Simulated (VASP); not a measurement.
Runs of VASP 6.6.1 on AlCo. The structure is that of space group Pm-3m (No. 221), or close to it. The cells are those of the table. 

| cell | gap on the mesh (eV) | pressure (GPa) | moment (μB) |
| --- | --- | --- | --- |
| a = 2.819, b = 2.819, c = 2.707 Å, 2 atoms | none | 16.1 | 0.00 |
| a = 2.932 Å, 2 atoms | none | (b) | 0.00 |
| a = 2.707 Å, 2 atoms | none | (a) | 0.00 |
| a = 3.045, b = 3.045, c = 2.819 Å, 2 atoms | none | -15.9 | 0.00 |
| a = 2.707, b = 2.707, c = 2.932 Å, 2 atoms | none | 16.9 | 0.00 |

Alike in all rows: task single point; level PBE; potentials or basis VASP PAW PBE potentials, release 64 (Al, Co); spin collinear, ferromagnetic start; k mesh 16 × 16 × 16; cutoff (eV) 520; smearing gaussian 0.15 eV.

Q: Estimate the missing entries.

A: (a) 39.3; (b) -12.3.

Caveats: the cell stands under pressure (at least some runs); the cell stands under tension (at least some runs).

A gap of «none» marks levels without a gap at the run's occupations.
